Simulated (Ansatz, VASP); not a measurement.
# Two plane-wave programs on CuI

```
CELL_PARAMETERS angstrom
0.00000 2.92649 2.92649
2.86209 0.06440 2.86209
2.86209 2.86209 0.06440
ATOMIC_POSITIONS crystal
Cu 0.00000 0.00000 0.00000
I 0.50000 0.50000 0.50000
```

Change from the starting cell: strain +0.0450 x Voigt [0, 0, 0, 1, 0, 0], atoms carried along.

Alike in both runs: task single point; functional PBE; k mesh 14 × 14 × 14; occupations gaussian, width 0.15 eV; no spin polarisation.

|  | VASP | Ansatz |
| --- | --- | --- |
| version | VASP 6.6.1 | Ansatz 0.2.0 |
| potentials or method | VASP PAW PBE potentials, release 64 (Cu, I), cutoff 520 eV | scalar-relativistic, plane waves, PAW |
| valence electrons in the cell | 18 | 36 |

|  | VASP | Ansatz | Ansatz less VASP |
| --- | --- | --- | --- |
| gap on the k mesh at the Fermi level (eV) | none | none | - |
| pressure (GPa) | 0.4 | 0.3 | -0.08 |
| traceless stress, the component that is largest in VASP (GPa) | -0.89 | -0.89 | 0.000 |

A gap of «none» marks a metal or a gap that the smearing closes. The functional is the same, so the differences come from potentials, cutoffs and numerics. VASP's potentials hold 18 valence electrons a cell and Ansatz's 36, so a difference there can come from the potentials and not from the codes.

Spin-orbit coupling is off throughout.
